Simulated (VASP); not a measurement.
# Se (R-3m) in VASP: a series of runs

Aim: see how the results for Se move with the level of theory and the settings. Levels: LDA, BLYP, RPBE. Tasks: single point.

Everything below comes from runs of VASP 6.6.1. Logs are shortened: lines on timing, memory, paths and dates and some standing lists are left out, and cuts for length are marked.

## (1) The cell of the first run

It takes space group R-3m (No. 166, trigonal). Conventional cell: a = 3.850 Å, b = 3.850 Å, c = 2.645 Å, α = 90.00°, β = 90.00°, γ = 120.00°. Within 3.2 Å of Se (site symmetry -3m) lie 14 Se at 2.39 to 2.84 Å.

## (2) Single point, LDA

INCAR

```
SYSTEM = Se
  ALGO = Normal
  EDIFF = 1E-6
  ENCUT = 500
  GGA_COMPAT = .False.
  ISIF = 2
  ISMEAR = 1
  LASPH = .True.
  LCHARG = .False.
  LREAL = .False.
  LWAVE = .False.
  NBANDS = 9
  NELM = 120
  PREC = Accurate
  SIGMA = 0.2
```

KPOINTS

```
k-points
0
Gamma
  6 6 6
  0 0 0
```

POSCAR

```
Se
1.0
    2.3912690000      0.0000000000      0.0000000000
   -0.7080256539      2.2840462132      0.0000000000
   -0.7080256539     -0.9607424365      2.0721585544
Se
1
Direct
    0.0000000000      0.0000000000      0.0000000000
```

Potentials or basis: VASP PAW LDA potentials, release 64 (Se).

Started as:

```bash
> cat potpaw_LDA.64/Se/POTCAR > POTCAR
> mpirun -np 1 vasp_std > vasp.out
```

OUTCAR:

```text
SYSTEM = Se
   EDIFF = 1E-6
   ENCUT = 500
   ISIF = 2
   ISMEAR = 1
   LASPH = .True.
   LREAL = .False.
   NELM = 120
   PREC = Accurate

 ion  position               nearest neighbor table
   1  0.000  0.000  0.000-

  LATTYP: Found a trigonal (rhomboedric) cell.
 ALAT       =     2.3912690000
 COS(alpha) =    -0.2960878320

  Lattice vectors:

 A1 = (   2.3912690000,   0.0000000000,   0.0000000000)
 A2 = (  -0.7080256539,   2.2840462132,   0.0000000000)
 A3 = (  -0.7080256539,  -0.9607424365,   2.0721585544)

Analysis of symmetry for initial positions (statically):
=====================================================================
 Subroutine PRICEL returns:
 Original cell was already a primitive cell.

 Routine SETGRP: Setting up the symmetry group for a
 trigonal (rhombohedral) supercell.

 Subroutine GETGRP returns: Found 12 space group operations
 (whereof 12 operations were pure point group operations)
 out of a pool of 12 trial point group operations.

The static configuration has the point symmetry D_3d.

Analysis of symmetry for dynamics (positions and initial velocities):
=====================================================================
 Subroutine PRICEL returns:
 Original cell was already a primitive cell.

 Routine SETGRP: Setting up the symmetry group for a
 trigonal (rhombohedral) supercell.

 Subroutine GETGRP returns: Found 12 space group operations
 (whereof 12 operations were pure point group operations)
 out of a pool of 12 trial point group operations.

The dynamic configuration has the point symmetry D_3d.

 Subroutine INISYM returns: Found 12 space group operations
 (whereof 12 operations are pure point group operations),
 and found     1 'primitive' translations

----------------------------------------------------------------------------------------

                                     Primitive cell

  volume of cell :      11.3177

  direct lattice vectors                    reciprocal lattice vectors
     2.391269000  0.000000000  0.000000000     0.418188000  0.129633030  0.202992085
    -0.708025654  2.284046213  0.000000000     0.000000000  0.437819513  0.202992085
    -0.708025654 -0.960742437  2.072158554     0.000000000  0.000000000  0.482588554

  length of vectors
     2.391269000  2.391269000  2.391269000     0.482588554  0.482588554  0.482588554

  position of ions in fractional coordinates (direct lattice)
     0.000000000  0.000000000  0.000000000

[... 78 lines left out ...]
   NSW    =      0    number of steps for IOM
   IBRION =     -1    ionic relax: 0-MD 1-quasi-New 2-CG
   NFREE  =      0    steps in history (QN), initial steepest desc. (CG)
   ISIF   =      2    stress and relaxation
   ISYM   =      2    0-nonsym 1-usesym 2-fastsym
   POTIM  = 0.5000    time-step for ionic-motion
   TEBEG  =    0.0;   TEEND  =   0.0 temperature during run
   PSTRESS=    0.0 pullay stress
   NELECT =       6.0000    total number of electrons
   NUPDOWN=      -1.0000    fix difference up-down
   EMIN   =  10.00;   EMAX   =-10.00  energy-range for DOS
   EFERMI =   0.00;   METHOD = LEGACY
   ISMEAR =     1;   SIGMA  =   0.20  broadening in eV -4-tet -1-fermi 0-gaus
   EFERMI_NEDOS =   21; number of points for ismear=-14 and -15
   IALGO  =     38    algorithm
   IMIX   =      4    mixing-type and parameters
     AMIX     =   0.40;   BMIX     =  1.00
     AMIX_MAG =   1.60;   BMIX_MAG =  1.00
  volume/ion in A,a.u.               =      11.32        76.38
  Fermi-wavevector in a.u.,A,eV,Ry     =   1.324971  2.503833 23.885694  1.755549
  Thomas-Fermi vector in A             =   2.454467
   LORBIT       =      0    0 simple, 1 ext, 2 COOP (PROOUT), +10 PAW based schemes
   GGA     = CA    functional components
   LHFCALC =     F    Hartree Fock is set to
   AEXX    =    0.0000 exact exchange contribution
   IVDW    =     0    specifies the selected vdW correction
   LEPSILON=     F    determine dielectric tensor
   LRPA    =     F    only Hartree local field effects (RPA)
 non-spin polarized calculation
 Methfessel and Paxton  Order N= 1 SIGMA  =   0.20
  energy-cutoff  :      500.00
  volume of cell :       11.32
 maximum number of plane-waves:       298
 NGX is ok and might be reduce to    18
   NGX =  9   NGY =  9   NGZ =  9

 number of electron       6.0000002 magnetization

 Free energy of the ion-electron system (eV)
  ---------------------------------------------------
  ext. energy  EPLUGINS =         0.00000000
  ---------------------------------------------------
  free energy    TOTEN  =        -1.57892933 eV

  energy without entropy =       -1.57566828  energy(sigma->0) =       -1.57784232

 E-fermi :  15.2213     XC(G=0): -13.5151

 val. band max:       15.1655047760   @ k =  -0.3333   0.1667   0.0000
 cond. band min:      15.2813643842   @ k =   0.1667   0.0000   0.0000
 fundamental gap:      0.1158596082
 Fermi energy:        15.2213132458

 k-point     1 :       0.0000    0.0000    0.0000
  band No.  band energies     occupation
      1      -8.4335      2.00000
      2      20.6451      0.00000
      3      22.8468      0.00000
      4      22.8468      0.00000
      5      27.6593      0.00000
      6      27.6593      0.00000
      7      30.1096      0.00000
      8      33.7895      0.00000
      9      33.7930      0.00000
[... 265 lines left out ...]
 k-point    24 :      -0.3333    0.5000    0.1667
  band No.  band energies     occupation
      1       0.5850      2.00000
      2       5.8046      2.00000
      3       8.6712      2.00000
      4      17.9371     -0.00000
      5      23.0721      0.00000
      6      27.0779      0.00000
      7      29.3851      0.00000
      8      33.9645      0.00000
      9      40.2808      0.00000

 [... further k-points ...]

------------------------ aborting loop because EDIFF is reached ----------------------------------------

  FORCE on cell =-STRESS in cart. coord.  units (eV):
  Direction    XX          YY          ZZ          XY          YZ          ZX
  --------------------------------------------------------------------------------------
  -------------------------------------------------------------------------------------
  Total       10.0024007     10.0741753     10.3022787      0.1157701      0.2459902      0.1812841
  in kB     1415.9845965   1426.1453215   1458.4366557     16.3889297     34.8234667     25.6633899
  external PRESSURE =    1433.5221912 kB  Pullay stress =       0.0000000 kB

 VOLUME and BASIS-vectors are now :
 -----------------------------------------------------------------------------
  energy-cutoff  :      500.00
  volume of cell :       11.32
      direct lattice vectors                 reciprocal lattice vectors
     2.391269000  0.000000000  0.000000000     0.418188000  0.129633030  0.202992085
    -0.708025654  2.284046213  0.000000000     0.000000000  0.437819513  0.202992085
    -0.708025654 -0.960742437  2.072158554     0.000000000  0.000000000  0.482588554

 POSITION                                       TOTAL-FORCE (eV/Angst)
 -----------------------------------------------------------------------------------
      0.00000      0.00000      0.00000         0.000000     -0.000000      0.000000
 -----------------------------------------------------------------------------------
    total drift:                                0.000000     -0.000000     -0.000000

  FREE ENERGIE OF THE ION-ELECTRON SYSTEM (eV)
  ---------------------------------------------------
  free  energy   TOTEN  =        -1.5789293327 eV

  energy  without entropy=       -1.5756682830  energy(sigma->0) =       -1.57784232
```

stdout:

```text
POSCAR found type information on POSCAR Se
 POSCAR found :  1 types and       1 ions
 scaLAPACK will be used
 LDA part: xc-table for (Slater(with rela. corr.)+CA(PZ))
 , standard interpolation
 POSCAR, INCAR and KPOINTS ok, starting setup
 FFT: planning ... GRIDC
 FFT: planning ... GRID_SOFT
 FFT: planning ... GRID
 WAVECAR not read
 entering main loop
```

Wall time 6.1 s (1 thread of AMD EPYC 7R13, shared host); peak memory 0.08 GiB.

What came out:

```
Free energy            : -1.5789 eV
Pressure               : 143.4 GPa
Band gap on the k mesh : zero (band 3 reaches 22.85 eV, above the bottom of band 4 at 10.31 eV)
```

Stress tensor (GPa, compression positive):
```
141.60   1.64   2.57
  1.64 142.61   3.48
  2.57   3.48 145.84
```

Levels at points of the mesh, in eV from the Fermi level:
```tsv
k point	band 1	band 2	band 3	band 4	band 5	band 6
(0.00, 0.00, 0.00)	-23.65	5.42	7.63	7.63	12.44	12.44
(0.50, 0.00, 0.00)	-16.43	-13.21	1.61	4.47	7.76	9.23
(0.50, 0.50, 0.00)	-14.45	-12.69	-1.51	4.74	4.85	9.68
(0.50, 0.50, 0.50)	-7.89	-6.86	-6.86	-4.91	0.60	0.60
```

Caveat: the k points lie up to 0.51 Å⁻¹ apart.

## (3) Single point, BLYP

INCAR

```
SYSTEM = Se
PREC     = Accurate       ! precision mode
ENCUT    = 500            ! plane-wave cutoff, eV
EDIFF    = 1E-6           ! SCF threshold, eV
ISMEAR   = 1              ! smearing method
SIGMA    = 0.2            ! smearing width, eV
LREAL    = .FALSE.        ! projectors in reciprocal space
LASPH    = .TRUE.         ! aspherical terms in the spheres
NELM     = 120            ! most SCF steps
ALGO     = Normal         ! electronic algorithm
ISIF     = 2              ! what is computed and relaxed
LWAVE    = .FALSE.        ! write WAVECAR
LCHARG   = .FALSE.        ! write CHGCAR
GGA      = B5             ! functional
ALDAX    = 1.0          
AGGAX    = 1.0          
AGGAC    = 1.0          
ALDAC    = 0.0          
NBANDS   = 9              ! bands
GGA_COMPAT= .FALSE.
```

KPOINTS

```
regular mesh
0
G
  6 6 6
  0 0 0
```

POSCAR is that of step 2.

Potentials or basis: VASP PAW PBE potentials, release 64 (Se).

Started as:

```bash
> cat potpaw_PBE.64/Se/POTCAR > POTCAR
> mpirun -np 1 vasp_std > vasp.out
```

Wall time 14 s (1 thread of AMD EPYC 7R13, shared host); peak memory 0.09 GiB.

Results (log left out):

| Quantity | Value |
| --- | --- |
| Free energy | 1.1055 eV |
| Pressure | 177.3 GPa |
| Band gap on the k mesh | zero (band 3 reaches 23.00 eV, above the bottom of band 4 at 10.48 eV) |

Stress tensor (GPa, compression positive):
```
175.71   1.48   2.32
  1.48 176.63   3.15
  2.32   3.15 179.55
```

Levels at points of the mesh, in eV from the Fermi level:
```
           k point  band 1  band 2  band 3  band 4  band 5  band 6  band 7
(0.00, 0.00, 0.00)  -23.64    5.28    7.56    7.56   12.42   12.42   14.92
(0.50, 0.00, 0.00)  -16.49  -13.12    1.51    4.52    7.83    9.42   23.87
(0.50, 0.50, 0.00)  -14.52  -12.61   -1.60    4.74    5.05    9.79   20.91
(0.50, 0.50, 0.50)   -8.02   -6.91   -6.91   -4.96    0.91    0.91   24.76
```

Caveat: the k points lie up to 0.51 Å⁻¹ apart; the PAW data sets were made with another functional, which shifts forces and pressure a little.

## (4) Single point, RPBE

INCAR, as its differences from that of step 3:

```diff
@@ -13,7 +13,3 @@
 LCHARG   = .FALSE.        ! write CHGCAR
-GGA      = B5             ! functional
-ALDAX    = 1.0          
-AGGAX    = 1.0          
-AGGAC    = 1.0          
-ALDAC    = 0.0          
+GGA      = RP             ! functional
 NBANDS   = 9              ! bands
```

KPOINTS

```
Automatic mesh
0
G
  6 6 6
  0 0 0
```

POSCAR is that of step 3.

Potentials or basis: VASP PAW PBE potentials, release 64 (Se).

Started as:

```bash
> cat potpaw_PBE.64/Se/POTCAR > POTCAR
> mpirun -np 1 vasp_std > vasp.out
```

OUTCAR:

```text
SYSTEM = Se
   PREC = Accurate
   ENCUT = 500
   EDIFF = 1E-6
   ISMEAR = 1
   LREAL = .FALSE.
   LASPH = .TRUE.
   NELM = 120
   ISIF = 2
   GGA = RP

 ion  position               nearest neighbor table
   1  0.000  0.000  0.000-

  LATTYP: Found a trigonal (rhomboedric) cell.
 ALAT       =     2.3912690000
 COS(alpha) =    -0.2960878320

  Lattice vectors:

 A1 = (   2.3912690000,   0.0000000000,   0.0000000000)
 A2 = (  -0.7080256539,   2.2840462132,   0.0000000000)
 A3 = (  -0.7080256539,  -0.9607424365,   2.0721585544)

Analysis of symmetry for initial positions (statically):
=====================================================================
 Subroutine PRICEL returns:
 Original cell was already a primitive cell.

 Routine SETGRP: Setting up the symmetry group for a
 trigonal (rhombohedral) supercell.

 Subroutine GETGRP returns: Found 12 space group operations
 (whereof 12 operations were pure point group operations)
 out of a pool of 12 trial point group operations.

The static configuration has the point symmetry D_3d.

Analysis of symmetry for dynamics (positions and initial velocities):
=====================================================================
 Subroutine PRICEL returns:
 Original cell was already a primitive cell.

 Routine SETGRP: Setting up the symmetry group for a
 trigonal (rhombohedral) supercell.

 Subroutine GETGRP returns: Found 12 space group operations
 (whereof 12 operations were pure point group operations)
 out of a pool of 12 trial point group operations.

The dynamic configuration has the point symmetry D_3d.

 Subroutine INISYM returns: Found 12 space group operations
 (whereof 12 operations are pure point group operations),
 and found     1 'primitive' translations

----------------------------------------------------------------------------------------

                                     Primitive cell

  volume of cell :      11.3177
[... 110 lines left out ...]
  Thomas-Fermi vector in A             =   2.454467
   LORBIT       =      0    0 simple, 1 ext, 2 COOP (PROOUT), +10 PAW based schemes
   GGA     = RP    functional components
   LHFCALC =     F    Hartree Fock is set to
   AEXX    =    0.0000 exact exchange contribution
   IVDW    =     0    specifies the selected vdW correction
   LEPSILON=     F    determine dielectric tensor
   LRPA    =     F    only Hartree local field effects (RPA)
 non-spin polarized calculation
 Methfessel and Paxton  Order N= 1 SIGMA  =   0.20
  energy-cutoff  :      500.00
  volume of cell :       11.32
 maximum number of plane-waves:       298
 NGX is ok and might be reduce to    18
   NGX =  9   NGY =  9   NGZ =  9

 number of electron       6.0000000 magnetization

 Free energy of the ion-electron system (eV)
  ---------------------------------------------------
  ext. energy  EPLUGINS =         0.00000000
  ---------------------------------------------------
  free energy    TOTEN  =         0.19124702 eV

  energy without entropy =        0.19397309  energy(sigma->0) =        0.19215571

 E-fermi :  14.9916     XC(G=0): -13.4359

 val. band max:       14.9331862580   @ k =  -0.3333   0.1667   0.0000
 cond. band min:      15.0496027512   @ k =  -0.3333   0.1667   0.1667
 fundamental gap:      0.1164164932
 Fermi energy:        14.9915674312

 k-point     1 :       0.0000    0.0000    0.0000
  band No.  band energies     occupation
      1      -8.6973      2.00000
      2      20.5215      0.00000
      3      22.7756      0.00000
      4      22.7756      0.00000
      5      27.2867      0.00000
      6      27.2867      0.00000
      7      29.7908      0.00000
      8      33.4496      0.00000
      9      33.4512      0.00000
[... 265 lines left out ...]
 k-point    24 :      -0.3333    0.5000    0.1667
  band No.  band energies     occupation
      1       0.3656      2.00000
      2       5.5531      2.00000
      3       8.3975      2.00000
      4      17.7951     -0.00000
      5      22.7669      0.00000
      6      26.7929      0.00000
      7      29.0620      0.00000
      8      33.6968      0.00000
      9      40.0136      0.00000

 [... further k-points ...]

------------------------ aborting loop because EDIFF is reached ----------------------------------------

  FORCE on cell =-STRESS in cart. coord.  units (eV):
  Direction    XX          YY          ZZ          XY          YZ          ZX
  --------------------------------------------------------------------------------------
  -------------------------------------------------------------------------------------
  Total       11.1197688     11.1688267     11.3247355      0.0791289      0.1681344      0.1239078
  in kB     1574.1642163   1581.1090778   1603.1802237     11.2018431     23.8018600     17.5409421
  external PRESSURE =    1586.1511726 kB  Pullay stress =       0.0000000 kB

 VOLUME and BASIS-vectors are now :
 -----------------------------------------------------------------------------
  energy-cutoff  :      500.00
  volume of cell :       11.32
      direct lattice vectors                 reciprocal lattice vectors
     2.391269000  0.000000000  0.000000000     0.418188000  0.129633030  0.202992085
    -0.708025654  2.284046213  0.000000000     0.000000000  0.437819513  0.202992085
    -0.708025654 -0.960742437  2.072158554     0.000000000  0.000000000  0.482588554

 POSITION                                       TOTAL-FORCE (eV/Angst)
 -----------------------------------------------------------------------------------
      0.00000      0.00000      0.00000         0.000000      0.000000      0.000000
 -----------------------------------------------------------------------------------
    total drift:                               -0.000000     -0.000000     -0.000000

  FREE ENERGIE OF THE ION-ELECTRON SYSTEM (eV)
  ---------------------------------------------------
  free  energy   TOTEN  =         0.1912470202 eV

  energy  without entropy=        0.1939730915  energy(sigma->0) =        0.19215571
```

OSZICAR:

```text
N       E                     dE             d eps       ncg     rms          rms(c)
DAV:   1     0.101951371225E+02    0.10195E+02   -0.33024E+03   584   0.589E+02
DAV:   2     0.326588683800E+00   -0.98685E+01   -0.96667E+01   826   0.806E+01
DAV:   3     0.176535236334E+00   -0.15005E+00   -0.14993E+00   688   0.805E+00
DAV:   4     0.176427981951E+00   -0.10725E-03   -0.10725E-03   800   0.238E-01
DAV:   5     0.176427960594E+00   -0.21357E-07   -0.20082E-07   708   0.276E-03    0.100E+01
DAV:   6     0.185942995885E+00    0.95150E-02   -0.12506E-03   696   0.292E-01    0.604E+00
DAV:   7     0.191231489641E+00    0.52885E-02   -0.23646E-03   682   0.438E-01    0.702E-02
DAV:   8     0.191247491560E+00    0.16002E-04   -0.27958E-05   709   0.344E-02    0.200E-02
DAV:   9     0.191247020211E+00   -0.47135E-06   -0.44487E-06   723   0.144E-02
   1 F= 0.19124702E+00 E0= 0.19215571E+00  d E =-.272607E-02
```

Run time: 6 s. Hardware: 1 thread of AMD EPYC 7R13, shared host; peak memory 0.09 GiB.

What came out:

| Quantity | Value |
| --- | --- |
| Free energy | 0.1912 eV |
| Pressure | 158.6 GPa |
| Band gap on the k mesh | zero (band 3 reaches 22.78 eV, above the bottom of band 4 at 10.05 eV) |

Caveat: the k points lie up to 0.51 Å⁻¹ apart; the PAW data sets were made with another functional, which shifts forces and pressure a little.

## (5) The runs side by side

| level | potentials or basis | gap on the mesh (eV) | pressure (GPa) |
| --- | --- | --- | --- |
| LDA | VASP PAW LDA potentials, release 64 (Se) | none | 143.4 |
| BLYP | VASP PAW PBE potentials, release 64 (Se) | none | 177.3 |
| RPBE | VASP PAW PBE potentials, release 64 (Se) | none | 158.6 |

Alike in all rows: task single point; no spin polarisation; cell as given; k mesh 6 × 6 × 6; cutoff (eV) 500; smearing methfessel-paxton 0.2 eV.

Caveats: all runs use coarse meshes; the PAW data sets were made with another functional, which shifts forces and pressure a little (some runs).

Total energies depend on the potentials used, so only differences within one code and one set of settings carry meaning.
